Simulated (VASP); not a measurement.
# Al2O3 (P-3m1) in VASP: notebook

Runs on Al2O3. Level: LDA. Tasks: single point, relaxation of cell and atoms.

All numbers are computed with VASP 6.6.1; they aren't measurements. Logs are shortened: lines on timing, memory, paths and dates and some standing lists are left out, and cuts for length are marked.

## (1) The cell of the first run

Symmetry: P-3m1, No. 164, trigonal system. The conventional cell has a = 2.963 Å, b = 2.963 Å, c = 7.350 Å, α = 90.00°, β = 90.00°, γ = 120.00°. Within 2.2 Å of Al (site symmetry 3m) lie 4 O at 1.66 to 1.81 Å. O (site symmetry 3m) has 3 Al at 1.81 Å within 2.4 Å. O (site symmetry -3m) has 2 Al at 1.66 Å within 2.2 Å.

## (2) Single point, LDA

INCAR reads:

```
ALGO = Normal
EDIFF = 1E-6
ENCUT = 520
ISIF = 2
ISMEAR = -1
LASPH = True
LCHARG = False
LREAL = False
LWAVE = False
NBANDS = 20
NELM = 60
PREC = Accurate
SIGMA = 0.02
```

KPOINTS reads:

```
k-points
0
Gamma
  12 12 4
```

POSCAR reads:

```
Al2O3
1.0
    2.9628372773      0.0000000000      0.0000000000
   -1.4814186386      2.5658923494      0.0000000000
    0.0000000000      0.0000000000      7.3503477417
Al O
2 3
Direct
    0.0000000000      0.0000000000      0.2743133709
    0.0000000000      0.0000000000      0.7256866291
    0.3333333333      0.6666666667      0.1950812348
    0.6666666667      0.3333333333      0.8049187652
    0.0000000000      0.0000000000      0.5000000000
```

Potentials or basis: VASP PAW LDA potentials, release 64 (Al, O).

Command:

```bash
$ cat potpaw_LDA.64/Al/POTCAR potpaw_LDA.64/O/POTCAR > POTCAR
$ mpirun -np 1 vasp_std > vasp.out
```

OUTCAR:

```text
EDIFF = 1E-6
   ENCUT = 520
   ISIF = 2
   ISMEAR = -1
   LASPH = True
   LREAL = False
   NELM = 60
   PREC = Accurate

 ion  position               nearest neighbor table
   1  0.000  0.000  0.274-   5 1.66   3 1.81   3 1.81   3 1.81   2 3.32
   2  0.000  0.000  0.726-   5 1.66   4 1.81   4 1.81   4 1.81   1 3.32
   3  0.333  0.667  0.195-   1 1.81   1 1.81   1 1.81
   4  0.667  0.333  0.805-   2 1.81   2 1.81   2 1.81
   5  0.000  0.000  0.500-   1 1.66   2 1.66

  LATTYP: Found a hexagonal cell.
 ALAT       =     2.9628372773
 C/A-ratio  =     2.4808475977

  Lattice vectors:

 A1 = (   2.9628372773,   0.0000000000,   0.0000000000)
 A2 = (  -1.4814186386,   2.5658923494,   0.0000000000)
 A3 = (   0.0000000000,   0.0000000000,   7.3503477417)

Analysis of symmetry for initial positions (statically):
=====================================================================
 Subroutine PRICEL returns:
 Original cell was already a primitive cell.

 Routine SETGRP: Setting up the symmetry group for a
 hexagonal supercell.

 Subroutine GETGRP returns: Found 12 space group operations
 (whereof 12 operations were pure point group operations)
 out of a pool of 24 trial point group operations.

The static configuration has the point symmetry D_3d.

Analysis of symmetry for dynamics (positions and initial velocities):
=====================================================================
 Subroutine PRICEL returns:
 Original cell was already a primitive cell.

 Routine SETGRP: Setting up the symmetry group for a
 hexagonal supercell.

 Subroutine GETGRP returns: Found 12 space group operations
 (whereof 12 operations were pure point group operations)
 out of a pool of 24 trial point group operations.

The dynamic configuration has the point symmetry D_3d.

 Subroutine INISYM returns: Found 12 space group operations
 (whereof 12 operations are pure point group operations),
 and found     1 'primitive' translations

----------------------------------------------------------------------------------------

                                     Primitive cell

  volume of cell :      55.8797

  direct lattice vectors                    reciprocal lattice vectors
     2.962837277  0.000000000  0.000000000     0.337514317  0.194863982  0.000000000
    -1.481418639  2.565892349  0.000000000     0.000000000  0.389727964  0.000000000
     0.000000000  0.000000000  7.350347742     0.000000000  0.000000000  0.136047985

  length of vectors
     2.962837277  2.962837277  7.350347742     0.389727964  0.389727964  0.136047985

  position of ions in fractional coordinates (direct lattice)
     0.000000000  0.000000000  0.274313371
     0.000000000  0.000000000  0.725686629
     0.333333333  0.666666667  0.195081235
     0.666666667  0.333333333  0.804918765
     0.000000000  0.000000000  0.500000000

  ion indices of the primitive-cell ions
   primitive index   ion index
                 1           1
                 2           2
                 3           3
                 4           4
                 5           5

----------------------------------------------------------------------------------------

 KPOINTS: k-points

Automatic generation of k-mesh.
 Grid dimensions read from file:
 generate k-points for:   12   12    4

 Generating k-lattice:

  Cartesian coordinates                     Fractional coordinates (reciprocal lattice)
     0.028126193  0.016238665  0.000000000     0.083333333  0.000000000  0.000000000
     0.000000000  0.032477330  0.000000000     0.000000000  0.083333333  0.000000000
     0.000000000  0.000000000  0.034011996     0.000000000  0.000000000  0.250000000

  Length of vectors
     0.032477330  0.032477330  0.034011996

  Shift w.r.t. Gamma in fractional coordinates (k-lattice)
     0.000000000  0.000000000  0.000000000

 Subroutine IBZKPT returns following result:
 ===========================================

 Found     69 irreducible k-points:

 Following reciprocal coordinates:
            Coordinates               Weight
  0.000000  0.000000  0.000000      1.000000
  0.083333  0.000000  0.000000      6.000000
  0.166667  0.000000  0.000000      6.000000
  0.250000  0.000000  0.000000      6.000000
  0.333333  0.000000  0.000000      6.000000
  0.416667  0.000000  0.000000      6.000000
[... 16 lines left out ...]
  0.166667  0.000000  0.250000      6.000000
  0.000000  0.166667  0.250000      6.000000
 [... further k-points ...]
   k-points           NKPTS =     69   k-points in BZ     NKDIM =     69   number of bands    NBANDS=     20
   number of dos      NEDOS =    301   number of ions     NIONS =      5
   total plane-waves  NPLWV =  32256
   dimension x,y,z NGX =    24 NGY =   24 NGZ =   56
   dimension x,y,z NGXF=    48 NGYF=   48 NGZF=  112
   ions per type =               2   3
   NGX,Y,Z   is equivalent  to a cutoff of  13.47, 13.47, 12.67 a.u.
   NGXF,Y,Z  is equivalent  to a cutoff of  26.93, 26.93, 25.33 a.u.
 SYSTEM =  unknown system
   PREC   = accura    normal or accurate (medium, high low for compatibility)
   ISTART =      0    job   : 0-new  1-cont  2-samecut
   ICHARG =      2    charge: 1-file 2-atom 10-const
   ISPIN  =      1    spin polarized calculation?
   LNONCOLLINEAR =      F non collinear calculations
   LSORBIT =      F    spin-orbit coupling
   LASPH  =      T    aspherical Exc in radial PAW
   ENCUT  =  520.0 eV  38.22 Ry    6.18 a.u.   5.51  5.51 13.67*2*pi/ulx,y,z
   NELM   =     60;   NELMIN=  2; NELMDL= -5     # of ELM steps
   EDIFF  = 0.1E-05   stopping-criterion for ELM
   LREAL  =      F    real-space projection
   EDIFFG = 0.1E-04   stopping-criterion for IOM
   NSW    =      0    number of steps for IOM
   IBRION =     -1    ionic relax: 0-MD 1-quasi-New 2-CG
   NFREE  =      0    steps in history (QN), initial steepest desc. (CG)
   ISIF   =      2    stress and relaxation
   ISYM   =      2    0-nonsym 1-usesym 2-fastsym
   POTIM  = 0.5000    time-step for ionic-motion
   TEBEG  =    0.0;   TEEND  =   0.0 temperature during run
   PSTRESS=    0.0 pullay stress
   NELECT =      24.0000    total number of electrons
   NUPDOWN=      -1.0000    fix difference up-down
   EMIN   =  10.00;   EMAX   =-10.00  energy-range for DOS
   EFERMI =   0.00;   METHOD = LEGACY
   ISMEAR =    -1;   SIGMA  =   0.02  broadening in eV -4-tet -1-fermi 0-gaus
   EFERMI_NEDOS =   21; number of points for ismear=-14 and -15
   IALGO  =     38    algorithm
   IMIX   =      4    mixing-type and parameters
     AMIX     =   0.40;   BMIX     =  1.00
     AMIX_MAG =   1.60;   BMIX_MAG =  1.00
  volume/ion in A,a.u.               =      11.18        75.42
  Fermi-wavevector in a.u.,A,eV,Ry     =   1.235171  2.334135 20.757704  1.525648
  Thomas-Fermi vector in A             =   2.369832
   LORBIT       =      0    0 simple, 1 ext, 2 COOP (PROOUT), +10 PAW based schemes
   GGA     = CA    functional components
   LHFCALC =     F    Hartree Fock is set to
   AEXX    =    0.0000 exact exchange contribution
   IVDW    =     0    specifies the selected vdW correction
   LEPSILON=     F    determine dielectric tensor
   LRPA    =     F    only Hartree local field effects (RPA)
 non-spin polarized calculation
  energy-cutoff  :      520.00
  volume of cell :       55.88
 maximum number of plane-waves:      1539
 NGX is ok and might be reduce to    24
   NGX = 11   NGY = 11   NGZ = 27

 number of electron      24.0000003 magnetization

 Free energy of the ion-electron system (eV)
  ---------------------------------------------------
  ext. energy  EPLUGINS =         0.00000000
  ---------------------------------------------------
  free energy    TOTEN  =       -39.75045512 eV

  energy without entropy =      -39.75045512  energy(sigma->0) =      -39.75045512

 E-fermi :   4.6423     XC(G=0): -10.5627

 val. band max:        4.1405453771   @ k =   0.0000   0.0000   0.0000
 cond. band min:       6.6307325949   @ k =   0.0000   0.0000   0.0000
 fundamental gap:      2.4901872178
 Fermi energy:         4.6422781267

 k-point     1 :       0.0000    0.0000    0.0000
  band No.  band energies     occupation
      1     -15.5556      2.00000
      2     -15.2979      2.00000
      3     -12.5936      2.00000
      4      -1.8975      2.00000
      5      -0.7274      2.00000
      6       0.2539      2.00000
[... 12 lines left out ...]
     19      16.3777      0.00000
     20      16.6891      0.00000

 k-point     2 :       0.0833    0.0000    0.0000
  band No.  band energies     occupation
      1     -15.4939      2.00000
      2     -15.2441      2.00000
      3     -12.5596      2.00000
      4      -1.8699      2.00000
      5      -0.7001      2.00000
      6      -0.0175      2.00000
[... 12 lines left out ...]
     19      16.4172      0.00000
     20      16.5472      0.00000

 k-point     3 :       0.1667    0.0000    0.0000
  band No.  band energies     occupation
      1     -15.3190      2.00000
      2     -15.0925      2.00000
      3     -12.4658      2.00000
      4      -1.8797      2.00000
      5      -0.9062      2.00000
      6      -0.4935      2.00000
[... 12 lines left out ...]
     19      16.3224      0.00000
     20      16.9687      0.00000

 k-point     4 :       0.2500    0.0000    0.0000
  band No.  band energies     occupation
      1     -15.0631      2.00000
      2     -14.8757      2.00000
      3     -12.3364      2.00000
      4      -2.2243      2.00000
      5      -1.7171      2.00000
      6      -0.6823      2.00000
[... 429 lines left out ...]
 k-point    23 :       0.1667    0.0000    0.2500
  band No.  band energies     occupation
      1     -15.2888      2.00000
      2     -15.1272      2.00000
      3     -12.4592      2.00000
      4      -1.9364      2.00000
      5      -0.8879      2.00000
      6      -0.6993      2.00000
[... 12 lines left out ...]
     19      16.6639      0.00000
     20      16.8923      0.00000

 k-point    24 :       0.0000    0.1667    0.2500
  band No.  band energies     occupation
      1     -15.2873      2.00000
      2     -15.1290      2.00000
      3     -12.4587      2.00000
      4      -1.9548      2.00000
      5      -0.9212      2.00000
      6      -0.6911      2.00000
[... 12 lines left out ...]
     19      16.9576      0.00000
     20      16.9798      0.00000

 [... further k-points ...]
[... 5 lines left out ...]
  --------------------------------------------------------------------------------------
  -------------------------------------------------------------------------------------
  Total        0.2355141      0.2355141      0.5553470      0.0000000     -0.0000000      0.0000000
  in kB        6.7526358      6.7526358     15.9228526      0.0000000     -0.0000000      0.0000000
  external PRESSURE =       9.8093747 kB  Pullay stress =       0.0000000 kB

 VOLUME and BASIS-vectors are now :
 -----------------------------------------------------------------------------
  energy-cutoff  :      520.00
  volume of cell :       55.88
      direct lattice vectors                 reciprocal lattice vectors
     2.962837277  0.000000000  0.000000000     0.337514317  0.194863982  0.000000000
    -1.481418639  2.565892349  0.000000000     0.000000000  0.389727964  0.000000000
     0.000000000  0.000000000  7.350347742     0.000000000  0.000000000  0.136047985

 POSITION                                       TOTAL-FORCE (eV/Angst)
 -----------------------------------------------------------------------------------
      0.00000      0.00000      2.01630        -0.000000      0.000000     -0.137733
      0.00000      0.00000      5.33405        -0.000000     -0.000000      0.137733
     -0.00000      1.71059      1.43391        -0.000000      0.000000     -0.036611
      1.48142      0.85530      5.91643         0.000000      0.000000      0.036611
      0.00000      0.00000      3.67517         0.000000      0.000000      0.000000
 -----------------------------------------------------------------------------------
    total drift:                               -0.000000      0.000000      0.000000

  FREE ENERGIE OF THE ION-ELECTRON SYSTEM (eV)
  ---------------------------------------------------
  free  energy   TOTEN  =       -39.7504551154 eV

  energy  without entropy=      -39.7504551154  energy(sigma->0) =      -39.75045512
```

Wall time 62 s (1 thread of Intel Xeon Platinum 8375C at 2.90GHz (Ice Lake), shared host); peak memory 0.18 GiB.

Results:

```yaml
Free_energy: -39.7505 eV
Pressure: 1.0 GPa
Largest_force: 0.138 eV/Å
Band_gap_on_the_k_mesh: 2.49 eV, direct
```

Forces on the atoms (eV/Å):
```
Al   0.000  0.000 -0.138
Al   0.000  0.000  0.138
O    0.000  0.000 -0.037
O    0.000  0.000  0.037
O    0.000  0.000  0.000
```

Levels at points of the mesh, in eV from the valence-band top:
| k point | band 10 | band 11 | band 12 | band 13 | band 14 | band 15 |
| --- | --- | --- | --- | --- | --- | --- |
| (0.00, 0.00, 0.00) | -2.39 | 0.00 | 0.00 | 2.49 | 4.61 | 7.49 |
| (0.50, 0.00, 0.00) | -3.25 | -1.93 | -0.54 | 4.41 | 6.25 | 8.24 |
| (0.00, 0.00, 0.50) | -3.34 | 0.00 | 0.00 | 3.44 | 3.66 | 8.25 |
| (0.50, 0.00, 0.50) | -3.56 | -1.83 | -0.53 | 4.99 | 5.46 | 8.31 |

(Continued in part 2 of 2.)
